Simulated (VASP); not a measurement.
# KI (Fm-3m) in VASP: a series of runs

The runs below take KI through relaxation of cell and atoms, with PBEsol.

Program: VASP 6.6.1. These are calculated values, not measurements. Logs are shortened: lines on timing, memory, paths and dates and some standing lists are left out, and cuts for length are marked.

### Step 1. The cell of the first run

It takes space group Fm-3m (No. 225, cubic). The conventional cell has a = 7.005 Å, b = 7.005 Å, c = 7.005 Å, α = 90.00°, β = 90.00°, γ = 90.00°. Within 4.6 Å of K (site symmetry m-3m) lie 6 I at 3.50 Å. I (site symmetry m-3m) has 6 K at 3.50 Å within 4.6 Å.

### Step 2. Relaxation of cell and atoms, PBEsol, target pressure 7 GPa, at which the enthalpy is minimised

File INCAR:

```
SYSTEM = KI
  PREC = Accurate
  ENCUT = 600
  EDIFF = 1E-7
  ISMEAR = 0
  SIGMA = 0.01
  LREAL = .FALSE.
  LASPH = .TRUE.
  NELM = 60
  ALGO = Normal
  ISIF = 3
  LWAVE = .FALSE.
  LCHARG = .FALSE.
  GGA = PS
  IBRION = 2
  NSW = 100
  EDIFFG = -0.002
  PSTRESS = 70.0
```

File KPOINTS:

```
regular mesh
0
G
  6 6 6
  0 0 0
```

File POSCAR:

```
KI
1.0
    3.5024841933      3.5024841933      0.0000000000
   -3.5024841933      3.5024841933      0.0000000000
    0.0000000000      3.5024841933      3.5024841933
K I
1 1
Direct
    0.0000000000      0.0000000000      0.0000000000
    0.5000000000      0.5000000000      0.0000000000
```

Potentials or basis: VASP PAW PBE potentials, release 64 (K_sv, I).

The run is started by

```
> cat potpaw_PBE.64/K_sv/POTCAR potpaw_PBE.64/I/POTCAR > POTCAR
> mpirun -np 1 vasp_std > vasp.out
```

OUTCAR:

```text
SYSTEM = KI
   PREC = Accurate
   ENCUT = 600
   EDIFF = 1E-7
   ISMEAR = 0
   LREAL = .FALSE.
   LASPH = .TRUE.
   NELM = 60
   ISIF = 3
   GGA = PS
   IBRION = 2
   NSW = 100
   EDIFFG = -0.002
   PSTRESS = 70.0

 ion  position               nearest neighbor table
   1  0.000  0.000  0.000-   2 3.50   2 3.50   2 3.50   2 3.50   2 3.50   2 3.50
   2  0.500  0.500  0.000-   1 3.50   1 3.50   1 3.50   1 3.50   1 3.50   1 3.50

  LATTYP: Found a face centered cubic cell.
 ALAT       =     7.0049683866

  Lattice vectors:

 A1 = (   0.0000000000,   3.5024841933,   3.5024841933)
 A2 = (   3.5024841933,   0.0000000000,   3.5024841933)
 A3 = (   3.5024841933,   3.5024841933,   0.0000000000)

Analysis of symmetry for initial positions (statically):
=====================================================================
 Subroutine PRICEL returns:
 Original cell was already a primitive cell.

 Routine SETGRP: Setting up the symmetry group for a
 face centered cubic supercell.

 Subroutine GETGRP returns: Found 48 space group operations
 (whereof 48 operations were pure point group operations)
 out of a pool of 48 trial point group operations.

The static configuration has the point symmetry O_h .

Analysis of symmetry for dynamics (positions and initial velocities):
=====================================================================
 Subroutine PRICEL returns:
 Original cell was already a primitive cell.

 Routine SETGRP: Setting up the symmetry group for a
 face centered cubic supercell.

 Subroutine GETGRP returns: Found 48 space group operations
 (whereof 48 operations were pure point group operations)
 out of a pool of 48 trial point group operations.

The dynamic configuration has the point symmetry O_h .

 Subroutine INISYM returns: Found 48 space group operations
 (whereof 48 operations are pure point group operations),
 and found     1 'primitive' translations

----------------------------------------------------------------------------------------

                                     Primitive cell

  volume of cell :      85.9327

  direct lattice vectors                    reciprocal lattice vectors
     3.502484193  3.502484193  0.000000000     0.142755819  0.142755819 -0.142755819
    -3.502484193  3.502484193  0.000000000    -0.142755819  0.142755819 -0.142755819
     0.000000000  3.502484193  3.502484193     0.000000000  0.000000000  0.285511638

  length of vectors
     4.953260648  4.953260648  4.953260648     0.247260332  0.247260332  0.285511638

  position of ions in fractional coordinates (direct lattice)
     0.000000000  0.000000000  0.000000000
     0.500000000  0.500000000  0.000000000

  ion indices of the primitive-cell ions
   primitive index   ion index
                 1           1
                 2           2

----------------------------------------------------------------------------------------

 KPOINTS: regular mesh

Automatic generation of k-mesh.
 Grid dimensions read from file:
 generate k-points for:    6    6    6

 Generating k-lattice:

  Cartesian coordinates                     Fractional coordinates (reciprocal lattice)
     0.023792637  0.023792637 -0.023792637     0.166666667  0.000000000  0.000000000
    -0.023792637  0.023792637 -0.023792637     0.000000000  0.166666667  0.000000000
     0.000000000  0.000000000  0.047585273     0.000000000  0.000000000  0.166666667

  Length of vectors
     0.041210055  0.041210055  0.047585273

  Shift w.r.t. Gamma in fractional coordinates (k-lattice)
     0.000000000  0.000000000  0.000000000

 Subroutine IBZKPT returns following result:
 ===========================================

 Found     16 irreducible k-points:

 Following reciprocal coordinates:
            Coordinates               Weight
  0.000000  0.000000  0.000000      1.000000
  0.166667  0.000000  0.000000      8.000000
  0.333333  0.000000  0.000000      8.000000
  0.500000  0.000000  0.000000      4.000000
  0.166667  0.166667  0.000000     12.000000
  0.333333  0.166667  0.000000     24.000000
[... 8 lines left out ...]
  0.500000  0.333333  0.166667     24.000000
  0.500000  0.500000  0.166667     12.000000
   k-points           NKPTS =     16   k-points in BZ     NKDIM =     16   number of bands    NBANDS=     12
   number of dos      NEDOS =    301   number of ions     NIONS =      2
   total plane-waves  NPLWV =  64000
   dimension x,y,z NGX =    40 NGY =   40 NGZ =   40
   dimension x,y,z NGXF=    80 NGYF=   80 NGZF=   80
   ions per type =               1   1
   NGX,Y,Z   is equivalent  to a cutoff of  13.43, 13.43, 13.43 a.u.
   NGXF,Y,Z  is equivalent  to a cutoff of  26.85, 26.85, 26.85 a.u.
 SYSTEM =  KI
   PREC   = accura    normal or accurate (medium, high low for compatibility)
   ISTART =      0    job   : 0-new  1-cont  2-samecut
   ICHARG =      2    charge: 1-file 2-atom 10-const
   ISPIN  =      1    spin polarized calculation?
   LNONCOLLINEAR =      F non collinear calculations
   LSORBIT =      F    spin-orbit coupling
   LASPH  =      T    aspherical Exc in radial PAW
   ENCUT  =  600.0 eV  44.10 Ry    6.64 a.u.   9.89  9.89  9.89*2*pi/ulx,y,z
   NELM   =     60;   NELMIN=  2; NELMDL= -5     # of ELM steps
   EDIFF  = 0.1E-06   stopping-criterion for ELM
   LREAL  =      F    real-space projection
   EDIFFG = -.2E-02   stopping-criterion for IOM
   NSW    =    100    number of steps for IOM
   IBRION =      2    ionic relax: 0-MD 1-quasi-New 2-CG
   NFREE  =      1    steps in history (QN), initial steepest desc. (CG)
   ISIF   =      3    stress and relaxation
   ISYM   =      2    0-nonsym 1-usesym 2-fastsym
   POTIM  = 0.5000    time-step for ionic-motion
   TEBEG  =    0.0;   TEEND  =   0.0 temperature during run
   PSTRESS=   70.0 pullay stress
   NELECT =      16.0000    total number of electrons
   NUPDOWN=      -1.0000    fix difference up-down
   EMIN   =  10.00;   EMAX   =-10.00  energy-range for DOS
   EFERMI =   0.00;   METHOD = LEGACY
   ISMEAR =     0;   SIGMA  =   0.01  broadening in eV -4-tet -1-fermi 0-gaus
   EFERMI_NEDOS =   21; number of points for ismear=-14 and -15
   IALGO  =     38    algorithm
   IMIX   =      4    mixing-type and parameters
     AMIX     =   0.40;   BMIX     =  1.00
     AMIX_MAG =   1.60;   BMIX_MAG =  1.00
  volume/ion in A,a.u.               =      42.97       289.95
  Fermi-wavevector in a.u.,A,eV,Ry     =   0.934821  1.766556 11.890009  0.873891
  Thomas-Fermi vector in A             =   2.061666
   LORBIT       =      0    0 simple, 1 ext, 2 COOP (PROOUT), +10 PAW based schemes
   GGA     = PS    functional components
   LHFCALC =     F    Hartree Fock is set to
   AEXX    =    0.0000 exact exchange contribution
   IVDW    =     0    specifies the selected vdW correction
   LEPSILON=     F    determine dielectric tensor
   LRPA    =     F    only Hartree local field effects (RPA)
 conjugate gradient relaxation of ions
 non-spin polarized calculation
 Gauss-broadening in eV      SIGMA  =   0.01
  energy-cutoff  :      600.00
  volume of cell :       85.93
 maximum number of plane-waves:      2884
   NGX = 19   NGY = 19   NGZ = 19

--------------------------------------- Ionic step        1  -------------------------------------------

 number of electron      15.9999999 magnetization

 Free energy of the ion-electron system (eV)
  ---------------------------------------------------
  ext. energy  EPLUGINS =         0.00000000
  ---------------------------------------------------
  free energy    TOTEN  =        -5.81591679 eV

  energy without entropy =       -5.81591679  energy(sigma->0) =       -5.81591679

 E-fermi :  -0.3085     XC(G=0):  -7.4474

 val. band max:       -0.3736162961   @ k =   0.0000   0.0000   0.0000
 cond. band min:       3.4959644226   @ k =   0.0000   0.0000   0.0000
 fundamental gap:      3.8695807186
 Fermi energy:        -0.3084909448

 k-point     1 :       0.0000    0.0000    0.0000
  band No.  band energies     occupation
      1     -28.6551      2.00000
      2     -12.2118      2.00000
      3     -12.2118      2.00000
      4     -12.2118      2.00000
      5     -10.9511      2.00000
      6      -0.3736      2.00000
      7      -0.3736      2.00000
      8      -0.3736      2.00000
      9       3.4960      0.00000
     10       6.0399      0.00000
     11       6.0399      0.00000
     12       6.0399      0.00000
[... 328 lines left out ...]
  FREE ENERGIE OF THE ION-ELECTRON SYSTEM (eV)
  ---------------------------------------------------
  free  energy   TOTEN  =        -5.4630536131 eV

  energy  without entropy=       -5.4630536131  energy(sigma->0) =       -5.46305361

  enthalpy is  TOTEN    =        -2.6246424933 eV   P V=        2.8384111198

[... ionic steps 4 to 13 ...]

--------------------------------------- Ionic step       14  -------------------------------------------

 number of electron      16.0000000 magnetization

------------------------ aborting loop because EDIFF is reached ----------------------------------------

  FORCE on cell =-STRESS in cart. coord.  units (eV):
  Direction    XX          YY          ZZ          XY          YZ          ZX
  --------------------------------------------------------------------------------------
  -------------------------------------------------------------------------------------
  Total        2.8140823      2.8140823      2.8140823      0.0000000      0.0000000     -0.0000000
  in kB       69.2599089     69.2599089     69.2599089      0.0000000      0.0000000     -0.0000000
  external PRESSURE =      -0.7400911 kB  Pullay stress =      70.0000000 kB
[... 61 lines left out ...]
  enthalpy is  TOTEN    =        -2.6246268381 eV   P V=        2.8351858702

--------------------------------------- Ionic step       16  -------------------------------------------

 number of electron      16.0000000 magnetization

 Free energy of the ion-electron system (eV)
  ---------------------------------------------------
  ext. energy  EPLUGINS =         0.00000000
  ---------------------------------------------------
  free energy    TOTEN  =        -5.46378531 eV

  energy without entropy =       -5.46378531  energy(sigma->0) =       -5.46378531

 E-fermi :   1.5631     XC(G=0):  -8.6450

 val. band max:        1.4535410354   @ k =   0.0000   0.0000   0.0000
 cond. band min:       5.4999539692   @ k =   0.5000   0.5000   0.0000
 fundamental gap:      4.0464129338
 Fermi energy:         1.5630863207

 k-point     1 :       0.0000    0.0000    0.0000
  band No.  band energies     occupation
      1     -26.5346      2.00000
      2     -10.1447      2.00000
      3     -10.1447      2.00000
      4     -10.1447      2.00000
      5      -9.7243      2.00000
      6       1.4535      2.00000
      7       1.4535      2.00000
      8       1.4535      2.00000
      9       6.0957      0.00000
     10       7.5186      0.00000
     11       7.5186      0.00000
     12       7.5186      0.00000
[... 252 lines left out ...]
  FREE ENERGIE OF THE ION-ELECTRON SYSTEM (eV)
  ---------------------------------------------------
  free  energy   TOTEN  =        -5.4637853082 eV

  energy  without entropy=       -5.4637853082  energy(sigma->0) =       -5.46378531

  enthalpy is  TOTEN    =        -2.6246429826 eV   P V=        2.8391423256

 reached required accuracy - stopping structural energy minimisation
```

Wall time 4.1 min (1 thread of Intel Xeon 6975P-C, shared host); peak memory 0.25 GiB.

Results:

```
Free energy                                            : -5.4638 eV
Relaxed volume                                         : 32.49 Å³/atom
Relaxed cell                                           : a = 4.513 Å, b = 4.513 Å, c = 4.513 Å, α = 60.00°, β = 60.00°, γ = 90.00°
Space group after relaxing (to 0.05 Å)                 : Fm-3m (No. 225)
Energy change on relaxing (the enthalpy is what falls) : +176.1 meV/atom
Ionic steps                                            : 16
Pressure after relaxing                                : 7.0 GPa
Band gap on the k mesh                                 : 4.05 eV, indirect (least direct gap 4.61 eV)
```

Step by step:
| step | energy change (eV) | largest force (eV/Å) | pressure (GPa) | volume (Å³) |
| --- | --- | --- | --- | --- |
| 1 | 0.0000 | 0.0000 | 0.06 | 85.93 |
| 2 | 0.3607 | 0.0000 | 7.12 | 64.79 |
| 3 | 0.3529 | 0.0000 | 7.01 | 64.97 |
| 4 | 0.3365 | 0.0000 | 6.77 | 65.35 |
| 5 | 0.3369 | 0.0000 | 6.77 | 65.34 |
| 6 | 0.3384 | 0.0000 | 6.80 | 65.30 |
| 7 | 0.3384 | 0.0000 | 6.79 | 65.30 |
| 8 | 0.3385 | 0.0000 | 6.79 | 65.30 |
| 9 | 0.3386 | 0.0000 | 6.80 | 65.30 |
| 10 | 0.3389 | 0.0000 | 6.80 | 65.29 |
| 11 | 0.3394 | 0.0000 | 6.81 | 65.28 |
| 12 | 0.3405 | 0.0000 | 6.83 | 65.25 |
| 13 | 0.3427 | 0.0000 | 6.86 | 65.20 |
| 14 | 0.3471 | 0.0000 | 6.93 | 65.10 |
| 15 | 0.3561 | 0.0000 | 7.06 | 64.89 |
| 16 | 0.3521 | 0.0000 | 7.00 | 64.98 |

Final structure:
```cif
data_structure
_symmetry_space_group_name_H-M 'P 1'
_symmetry_Int_Tables_number 1
_cell_length_a 4.5127
_cell_length_b 4.5127
_cell_length_c 4.5127
_cell_angle_alpha 60.000
_cell_angle_beta 60.000
_cell_angle_gamma 90.000
_cell_volume 64.98
loop_
_atom_site_label
_atom_site_type_symbol
_atom_site_fract_x
_atom_site_fract_y
_atom_site_fract_z
_atom_site_occupancy
K1 K 0.00000 0.00000 0.00000 1
I1 I 0.50000 0.50000 0.00000 1
```

Levels at points of the mesh, in eV from the valence-band top:
| k point | band 6 | band 7 | band 8 | band 9 | band 10 | band 11 |
| --- | --- | --- | --- | --- | --- | --- |
| (0.00, 0.00, 0.00) | 0.00 | 0.00 | 0.00 | 4.64 | 6.07 | 6.07 |
| (0.50, 0.00, 0.00) | -2.25 | -0.72 | -0.72 | 5.59 | 8.20 | 8.64 |
| (0.50, 0.50, 0.00) | -1.55 | -0.57 | -0.57 | 4.05 | 6.37 | 8.23 |

Caveat: the cell is relaxed towards a set pressure, so the enthalpy falls and the energy may rise; the volume moved by over 15 % at a fixed basis, so the end points are rough; the PAW data sets were made with another functional, which shifts forces and pressure a little; spin-orbit coupling is left out, which moves the levels of the heavy elements. A k mesh can miss the band edges.

### Step 3. Relaxation of cell and atoms, PBEsol, target pressure 10 GPa, at which the enthalpy is minimised

Changes to INCAR since step 2:

```diff
@@ -3,3 +3,3 @@
   ENCUT = 600
-  EDIFF = 1E-7
+  EDIFF = 1E-6
   ISMEAR = 0
@@ -17,2 +17,2 @@
   EDIFFG = -0.002
-  PSTRESS = 70.0
+  PSTRESS = 100.0
```

KPOINTS is that of step 2.

POSCAR is that of step 2.

Potentials or basis: VASP PAW PBE potentials, release 64 (K_sv, I).

The run is started by

```
> cat potpaw_PBE.64/K_sv/POTCAR potpaw_PBE.64/I/POTCAR > POTCAR
> mpirun -np 1 vasp_std > vasp.out
```

It took 3.6 min on 1 thread of Intel Xeon 6975P-C, shared host; peak memory 0.25 GiB.

Results (log left out):

| Item | Value |
| --- | --- |
| Free energy | -5.2547 eV |
| Relaxed volume | 30.50 Å³/atom |
| Relaxed cell | a = 4.419 Å, b = 4.419 Å, c = 4.419 Å, α = 60.00°, β = 60.00°, γ = 90.00° |
| Space group after relaxing (to 0.05 Å) | Fm-3m (No. 225) |
| Energy change on relaxing (the enthalpy is what falls) | +280.6 meV/atom |
| Ionic steps | 16 |
| Pressure after relaxing | 10.0 GPa |
| Band gap on the k mesh | 3.81 eV, indirect (least direct gap 4.42 eV) |

Step by step:
```
step  energy change (eV)  largest force (eV/Å)  pressure (GPa)  volume (Å³)
   1              0.0000                0.0000            0.07        85.93
   2              0.8709                0.0000           14.25        56.87
   3              0.5647                0.0000           10.04        60.95
   4              0.5374                0.0000            9.65        61.39
   5              0.5382                0.0000            9.66        61.38
   6              0.5408                0.0000            9.71        61.34
   7              0.5408                0.0000            9.71        61.34
   8              0.5409                0.0000            9.70        61.34
   9              0.5412                0.0000            9.70        61.33
  10              0.5417                0.0000            9.72        61.32
  11              0.5426                0.0000            9.73        61.31
  12              0.5446                0.0000            9.74        61.28
  13              0.5485                0.0000            9.82        61.21
  14              0.5563                0.0000            9.93        61.08
  15              0.5722                0.0000           10.16        60.83
  16              0.5612                0.0000            9.99        61.01
```

Final structure:
```cif
data_structure
_symmetry_space_group_name_H-M 'P 1'
_symmetry_Int_Tables_number 1
_cell_length_a 4.4187
_cell_length_b 4.4187
_cell_length_c 4.4187
_cell_angle_alpha 60.000
_cell_angle_beta 60.000
_cell_angle_gamma 90.000
_cell_volume 61.01
loop_
_atom_site_label
_atom_site_type_symbol
_atom_site_fract_x
_atom_site_fract_y
_atom_site_fract_z
_atom_site_occupancy
K1 K 0.00000 0.00000 0.00000 1
I1 I 0.50000 0.50000 0.00000 1
```

Levels at points of the mesh, in eV from the valence-band top:
```csv
k point,band 5,band 6,band 7,band 8,band 9,band 10,band 11,band 12
"(0.00, 0.00, 0.00)",-11.36,0.00,0.00,0.00,4.87,5.93,5.93,5.93
"(0.50, 0.00, 0.00)",-10.02,-2.49,-0.84,-0.84,5.61,8.26,8.75,8.75
"(0.50, 0.50, 0.00)",-10.98,-1.67,-0.61,-0.61,3.81,6.53,8.22,9.85
```

Caveat: the cell is relaxed towards a set pressure, so the enthalpy falls and the energy may rise; the volume moved by over 15 % at a fixed basis, so the end points are rough; the PAW data sets were made with another functional, which shifts forces and pressure a little; spin-orbit coupling is left out, which moves the levels of the heavy elements. A k mesh can miss the band edges.
